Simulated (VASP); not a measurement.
Here is a VASP 6.6.1 calculation.

The input INCAR:

```
SYSTEM = GaN
PREC = Accurate
ENCUT = 520
EDIFF = 1E-7
ISMEAR = 0
SIGMA = 0.02
LREAL = .FALSE.
LASPH = .TRUE.
NELM = 60
ALGO = Normal
ISIF = 2
LWAVE = .FALSE.
LCHARG = .FALSE.
GGA = PE
NBANDS = 26
```

KPOINTS

```
Automatic mesh
0
G
  12 12 6
  0 0 0
```

The input POSCAR:

```
GaN
1.0
    3.1800000000      0.0000000000      0.0000000000
   -1.5900000000      2.7539607840      0.0000000000
    0.0000000000      0.0000000000      5.1660000000
Ga N
2 2
Direct
    0.3333333333      0.6666666667     -0.0010330965
    0.6666666667      0.3333333333      0.4989669035
    0.3333333333      0.6666666667      0.3760330965
    0.6666666667      0.3333333333      0.8760330965
```

Potentials or basis: VASP PAW PBE potentials, release 64 (Ga_d, N).

The run is started by

```sh
$ cat potpaw_PBE.64/Ga_d/POTCAR potpaw_PBE.64/N/POTCAR > POTCAR
$ mpirun -np 1 vasp_std > vasp.out
```

Problem. Estimate the pressure.

Solution. 7.3 GPa.

Problem. Predict the band gap on the k mesh.

Solution. 1.99 eV, direct.

Stress tensor (GPa, compression positive):
```
7.02 0.00 0.00
0.00 7.02 0.00
0.00 0.00 7.91
```

A hybrid or GW would open this gap; PBE tends to underestimate it.
